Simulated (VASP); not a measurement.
A run of VASP 6.6.1 is set up as follows.

File INCAR:

```
ALGO = Normal
EDIFF = 1E-6
ENCUT = 520
GGA = PE
ISIF = 2
ISMEAR = -1
LASPH = T
LCHARG = F
LREAL = F
LWAVE = F
NBANDS = 31
NELM = 60
PREC = Accurate
SIGMA = 0.05
```

File KPOINTS:

```
k-points
0
Gamma
  5 5 5
```

File POSCAR:

```
CsMgBiO3
1.0
    3.1659065489      1.8278369982      3.7970092083
   -3.1659065489      1.8278369982      3.7970092083
    0.0000000000     -3.6556739965      3.7970092083
Bi Cs Mg O
1 1 1 3
Direct
    0.5651668492      0.5651668492      0.5651668492
    0.9066950498      0.9066950498      0.9066950498
    0.3044656717      0.3044656717      0.3044656717
    0.9822128180      0.4956270456      0.4956270456
    0.4956270456      0.4956270456      0.9822128180
    0.4956270456      0.9822128180      0.4956270456
```

Potentials or basis: VASP PAW PBE potentials, release 64 (Bi_d, Cs_sv, Mg, O).

The run is started by

```sh
$ cat potpaw_PBE.64/Bi_d/POTCAR potpaw_PBE.64/Cs_sv/POTCAR potpaw_PBE.64/Mg/POTCAR potpaw_PBE.64/O/POTCAR > POTCAR
$ mpirun -np 1 vasp_std > vasp.out
```

(1) Estimate the pressure.

(2) Estimate the band gap on the k mesh.

(3) Predict the largest force.

## Answers

(1) 2.9 GPa.

(2) 2.92 eV.

(3) 0.102 eV/Å.

Caveat: spin-orbit coupling is left out, which moves the levels of the heavy elements.
